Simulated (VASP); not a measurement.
# Ge (Pmma) in VASP: a series of runs

Runs on Ge. Level: PBE. Tasks: relaxation of cell and atoms, single point.

Everything below comes from runs of VASP 6.6.1. Logs are shortened: lines on timing, memory, paths and dates and some standing lists are left out, and cuts for length are marked.

### 1 The cell of the first run

Symmetry: Pmma, No. 51, orthorhombic system. Conventional cell: a = 3.945 Å, b = 6.149 Å, c = 5.728 Å, α = 90.00°, β = 90.00°, γ = 90.00°. Within 3.2 Å of Ge (site symmetry m) lie 4 Ge at 2.40 Å. Ge (site symmetry mm2) has 4 Ge at 2.40 Å within 3.2 Å.

The cell was generated, and may not be a known phase.

### 2 Relaxation of cell and atoms, PBE

INCAR reads:

```
  PREC = Accurate
  ENCUT = 600
  EDIFF = 1E-6
  ISMEAR = 0
  SIGMA = 0.1
  LREAL = False
  LASPH = True
  NELM = 80
  ALGO = Normal
  ISIF = 3
  LWAVE = False
  LCHARG = False
  GGA = PE
  IBRION = 2
  NSW = 90
  EDIFFG = -0.04
```

KPOINTS reads:

```
regular mesh
0
Gamma
  4 4 4
```

POSCAR reads:

```
Ge
1.0
    3.9448213100      0.0000000000      0.0000000000
    0.0000000000      6.1493673500      0.0000000000
    0.0000000000      0.0000000000      5.7279037600
Ge
6
Direct
    0.7500000000      0.3046198400      0.1196049900
    0.2500000000      0.6953801600      0.8803950100
    0.2500000000      0.3046198400      0.8803950100
    0.7500000000      0.6953801600      0.1196049900
    0.2500000000      0.0000000000      0.6189374900
    0.7500000000      0.0000000000      0.3810625100
```

Potentials or basis: VASP PAW PBE potentials, release 64 (Ge_d).

Launch:

```
$ cat potpaw_PBE.64/Ge_d/POTCAR > POTCAR
$ mpirun -np 1 vasp_std > vasp.out
```

OUTCAR:

```text
PREC = Accurate
   ENCUT = 600
   EDIFF = 1E-6
   ISMEAR = 0
   LREAL = False
   LASPH = True
   NELM = 80
   ISIF = 3
   GGA = PE
   IBRION = 2
   NSW = 90
   EDIFFG = -0.04

 ion  position               nearest neighbor table
   1  0.750  0.305  0.120-   6 2.40   3 2.40   3 2.40   4 2.40
   2  0.250  0.695  0.880-   5 2.40   4 2.40   4 2.40   3 2.40
   3  0.250  0.305  0.880-   5 2.40   1 2.40   1 2.40   2 2.40
   4  0.750  0.695  0.120-   6 2.40   2 2.40   2 2.40   1 2.40
   5  0.250  0.000  0.619-   6 2.40   6 2.40   2 2.40   3 2.40
   6  0.750  0.000  0.381-   5 2.40   5 2.40   1 2.40   4 2.40

  LATTYP: Found a simple orthorhombic cell.
 ALAT       =     3.9448213100
 B/A-ratio  =     1.4520058857
 C/A-ratio  =     1.5588456021

  Lattice vectors:

 A1 = (  -3.9448213100,   0.0000000000,   0.0000000000)
 A2 = (   0.0000000000,   0.0000000000,   5.7279037600)
 A3 = (   0.0000000000,   6.1493673500,   0.0000000000)

Analysis of symmetry for initial positions (statically):
=====================================================================
 Subroutine PRICEL returns:
 Original cell was already a primitive cell.

 Routine SETGRP: Setting up the symmetry group for a
 simple orthorhombic supercell.

 Subroutine GETGRP returns: Found  8 space group operations
 (whereof  4 operations were pure point group operations)
 out of a pool of  8 trial point group operations.

The static configuration has the point symmetry C_2h.
 The point group associated with its full space group is D_2h.

Analysis of symmetry for dynamics (positions and initial velocities):
=====================================================================
 Subroutine PRICEL returns:
 Original cell was already a primitive cell.

 Routine SETGRP: Setting up the symmetry group for a
 simple orthorhombic supercell.

 Subroutine GETGRP returns: Found  8 space group operations
 (whereof  4 operations were pure point group operations)
 out of a pool of  8 trial point group operations.

The dynamic configuration has the point symmetry C_2h.
 The point group associated with its full space group is D_2h.

 Subroutine INISYM returns: Found  8 space group operations
 (whereof  4 operations are pure point group operations),
 and found     1 'primitive' translations

----------------------------------------------------------------------------------------

                                     Primitive cell

  volume of cell :     138.9484

  direct lattice vectors                    reciprocal lattice vectors
     3.944821310  0.000000000  0.000000000     0.253496907  0.000000000  0.000000000
     0.000000000  6.149367350  0.000000000     0.000000000  0.162618355  0.000000000
     0.000000000  0.000000000  5.727903760     0.000000000  0.000000000  0.174583939

  length of vectors
[... 91 lines left out ...]
   LREAL  =      F    real-space projection
   EDIFFG = -.4E-01   stopping-criterion for IOM
   NSW    =     90    number of steps for IOM
   IBRION =      2    ionic relax: 0-MD 1-quasi-New 2-CG
   NFREE  =      1    steps in history (QN), initial steepest desc. (CG)
   ISIF   =      3    stress and relaxation
   ISYM   =      2    0-nonsym 1-usesym 2-fastsym
   POTIM  = 0.5000    time-step for ionic-motion
   TEBEG  =    0.0;   TEEND  =   0.0 temperature during run
   PSTRESS=    0.0 pullay stress
   NELECT =      84.0000    total number of electrons
   NUPDOWN=      -1.0000    fix difference up-down
   EMIN   =  10.00;   EMAX   =-10.00  energy-range for DOS
   EFERMI =   0.00;   METHOD = LEGACY
   ISMEAR =     0;   SIGMA  =   0.10  broadening in eV -4-tet -1-fermi 0-gaus
   EFERMI_NEDOS =   21; number of points for ismear=-14 and -15
   IALGO  =     38    algorithm
   IMIX   =      4    mixing-type and parameters
     AMIX     =   0.40;   BMIX     =  1.00
     AMIX_MAG =   1.60;   BMIX_MAG =  1.00
  volume/ion in A,a.u.               =      23.16       156.28
  Fermi-wavevector in a.u.,A,eV,Ry     =   1.384257  2.615867 26.071045  1.916168
  Thomas-Fermi vector in A             =   2.508778
   LORBIT       =      0    0 simple, 1 ext, 2 COOP (PROOUT), +10 PAW based schemes
   GGA     = PE    functional components
   LHFCALC =     F    Hartree Fock is set to
   AEXX    =    0.0000 exact exchange contribution
   IVDW    =     0    specifies the selected vdW correction
   LEPSILON=     F    determine dielectric tensor
   LRPA    =     F    only Hartree local field effects (RPA)
 conjugate gradient relaxation of ions
 non-spin polarized calculation
 Gauss-broadening in eV      SIGMA  =   0.10
  energy-cutoff  :      600.00
  volume of cell :      138.95
 maximum number of plane-waves:      4684
 NGX is ok and might be reduce to    32
   NGX = 15   NGY = 25   NGZ = 23

--------------------------------------- Ionic step        1  -------------------------------------------

 number of electron      84.0000037 magnetization

 Free energy of the ion-electron system (eV)
  ---------------------------------------------------
  ext. energy  EPLUGINS =         0.00000000
  ---------------------------------------------------
  free energy    TOTEN  =       -25.60750575 eV

  energy without entropy =      -25.60371129  energy(sigma->0) =      -25.60560852

 E-fermi :   4.7210     XC(G=0):  -9.6551

 val. band max:        4.6239126266   @ k =   0.0000   0.2500   0.5000
 cond. band min:       4.7469762221   @ k =   0.0000   0.0000   0.5000
 fundamental gap:      0.1230635954
 Fermi energy:         4.7209811424

 k-point     1 :       0.0000    0.0000    0.0000
  band No.  band energies     occupation
      1     -20.1841      2.00000
      2     -20.1633      2.00000
      3     -20.1405      2.00000
      4     -20.1401      2.00000
      5     -20.1111      2.00000
      6     -20.0968      2.00000
[... 1376 lines left out ...]
  FREE ENERGIE OF THE ION-ELECTRON SYSTEM (eV)
  ---------------------------------------------------
  free  energy   TOTEN  =       -26.1333339023 eV

  energy  without entropy=      -26.1291534317  energy(sigma->0) =      -26.13124367

[... ionic steps 4 to 9 ...]

--------------------------------------- Ionic step       10  -------------------------------------------

 number of electron      84.0000048 magnetization

------------------------ aborting loop because EDIFF is reached ----------------------------------------
[... 75 lines left out ...]
--------------------------------------- Ionic step       12  -------------------------------------------

 number of electron      84.0000051 magnetization

 Free energy of the ion-electron system (eV)
  ---------------------------------------------------
  ext. energy  EPLUGINS =         0.00000000
  ---------------------------------------------------
  free energy    TOTEN  =       -26.19464214 eV

  energy without entropy =      -26.19094929  energy(sigma->0) =      -26.19279571

 E-fermi :   3.5390     XC(G=0):  -8.9938

 val. band max:        3.5093334890   @ k =   0.0000   0.2500   0.0000
 cond. band min:       3.5817244979   @ k =   0.0000   0.2500   0.5000
 fundamental gap:      0.0723910089
 Fermi energy:         3.5390252191

 k-point     1 :       0.0000    0.0000    0.0000
  band No.  band energies     occupation
      1     -21.2474      2.00000
      2     -21.2053      2.00000
      3     -21.2048      2.00000
      4     -21.1866      2.00000
      5     -21.1744      2.00000
      6     -21.1634      2.00000
[... 1296 lines left out ...]
  FREE ENERGIE OF THE ION-ELECTRON SYSTEM (eV)
  ---------------------------------------------------
  free  energy   TOTEN  =       -26.1946421361 eV

  energy  without entropy=      -26.1909492923  energy(sigma->0) =      -26.19279571

 reached required accuracy - stopping structural energy minimisation
```

OSZICAR:

```text
N       E                     dE             d eps       ncg     rms          rms(c)
DAV:   1     0.960412593913E+03    0.96041E+03   -0.44025E+04  3132   0.503E+03
DAV:   2     0.162583080294E+03   -0.79783E+03   -0.77621E+03  2700   0.107E+03
DAV:   3    -0.109207749198E+02   -0.17350E+03   -0.17022E+03  2850   0.267E+02
[... 122 lines left out ...]
DAV:   3    -0.261946119501E+02    0.35487E-03   -0.14032E-03  3550   0.810E-01    0.257E-02
DAV:   4    -0.261946358893E+02   -0.23939E-04   -0.44271E-04  2804   0.437E-01    0.148E-02
DAV:   5    -0.261946395134E+02   -0.36241E-05   -0.10840E-04  3452   0.152E-01    0.784E-03
DAV:   6    -0.261946413629E+02   -0.18495E-05   -0.21562E-05  2806   0.104E-01    0.283E-03
DAV:   7    -0.261946421361E+02   -0.77317E-06   -0.80534E-06  2768   0.336E-02
  12 F= -.26194642E+02 E0= -.26192796E+02  d E =-.611481E-03
```

It took 11 min on 1 thread of Intel Xeon 6975P-C (Granite Rapids), shared host; peak memory 0.37 GiB.

What came out:

```yaml
Free_energy: -26.1946 eV
Relaxed_volume: 26.60 Å³/atom
Relaxed_cell: a = 4.123 Å, b = 6.215 Å, c = 6.228 Å, α = 90.00°, β = 90.00°, γ = 90.00°
Space_group_after_relaxing_to_0.1_Å: Pmma (No. 51)
Energy_gained_by_relaxing: 97.9 meV/atom
Ionic_steps: 12
Pressure_after_relaxing: 0.0 GPa
Largest_force_after_relaxing: 0.027 eV/Å
Band_gap_on_the_k_mesh: 0.07 eV (least direct gap 0.50 eV)
```

Forces in eV/Å, atoms in the order of the input:
```
Ge   0.000  0.002 -0.005
Ge   0.000 -0.002  0.005
Ge   0.000  0.002  0.005
Ge   0.000 -0.002 -0.005
Ge   0.000  0.000 -0.027
Ge   0.000  0.000  0.027
```

The path:
```
step  energy change (eV)  largest force (eV/Å)  pressure (GPa)  volume (Å³)
   1              0.0000                0.8089            9.10       138.95
   2             -0.4411                0.4543           -2.51       167.12
   3             -0.5258                0.2276            0.21       157.96
   4             -0.5257                0.2248            0.02       158.36
   5             -0.5461                0.1498           -0.20       159.23
   6             -0.5538                0.2184           -0.38       160.27
   7             -0.5679                0.2187           -0.20       159.96
   8             -0.5790                0.2304            0.05       159.44
   9             -0.5795                0.2322            0.14       159.29
  10             -0.5863                0.0591           -0.01       159.64
  11             -0.5865                0.0810           -0.05       159.72
  12             -0.5871                0.0267           -0.01       159.58
```

Final structure:
```
Ge
1.0
     4.12250    0.00000    0.00000
     0.00000    6.21538    0.00000
     0.00000    0.00000    6.22798
Ge
6
Direct
  0.75000 0.29531 0.11625
  0.25000 0.70469 0.88375
  0.25000 0.29531 0.88375
  0.75000 0.70469 0.11625
  0.25000 0.00000 0.61306
  0.75000 0.00000 0.38694
```

### 3 Single point, PBE

This run uses another cell than the first one, of 26.52 Å³/atom.

INCAR reads:

```
SYSTEM = Ge
PREC = Accurate
ENCUT = 520
EDIFF = 1E-6
ISMEAR = 0
SIGMA = 0.1
LREAL = .FALSE.
LASPH = .TRUE.
NELM = 100
ALGO = Normal
ISIF = 2
LWAVE = .FALSE.
LCHARG = .FALSE.
GGA = PE
NBANDS = 51
```

KPOINTS reads:

```
Automatic mesh
0
G
  10 6 6
  0 0 0
```

POSCAR reads:

```
Ge
1.0
    4.0887242984      0.0000000000      0.0000000000
    0.0000000000      6.2115934587      0.0000000000
    0.0000000000      0.0000000000      6.2653483483
Ge
6
Direct
    0.7500000000      0.2945750331      0.1166925185
    0.2500000000      0.7054249669      0.8833074815
    0.2500000000      0.2945750331      0.8833074815
    0.7500000000      0.7054249669      0.1166925185
    0.2500000000      0.0000000000      0.6132011473
    0.7500000000      0.0000000000      0.3867988527
```

Potentials or basis: VASP PAW PBE potentials, release 64 (Ge_d).

Launch:

```
$ cat potpaw_PBE.64/Ge_d/POTCAR > POTCAR
$ mpirun -np 1 vasp_std > vasp.out
```

It took 11 min on 1 thread of Intel Xeon Platinum 8275CL at 3.00GHz (Skylake/Cascade Lake), shared host; peak memory 0.61 GiB.

The run converged. Its results:

```yaml
Free_energy: -26.3078 eV
Pressure: 0.0 GPa
Band_gap_on_the_k_mesh: zero (bands 42 and 43 overlap by 0.20 eV)
```

Levels at points of the mesh, in eV from the Fermi level:
```csv
k point,band 40,band 41,band 42,band 43,band 44,band 45
"(0.00, 0.00, 0.00)",-0.92,-0.91,-0.25,0.49,1.13,2.57
"(0.50, 0.00, 0.00)",-2.63,-1.81,-1.81,1.47,1.47,1.85
"(0.00, 0.50, 0.00)",-1.17,-0.76,-0.45,0.16,1.09,1.35
"(0.50, 0.50, 0.00)",-3.16,-1.31,-1.31,1.28,1.28,1.30
"(0.00, 0.00, 0.50)",-1.72,-0.48,-0.22,0.33,0.61,1.41
"(0.50, 0.00, 0.50)",-2.34,-2.26,-2.26,1.38,1.38,3.69
"(0.00, 0.50, 0.50)",-1.69,-0.99,-0.90,0.39,1.07,1.49
"(0.50, 0.50, 0.50)",-1.71,-1.12,-1.12,0.25,0.25,2.83
```

Caveat: semilocal functionals underestimate gaps, and a narrow one can read as zero.

The gap in the log of VASP goes by the Fermi energy; the results here count the filled bands.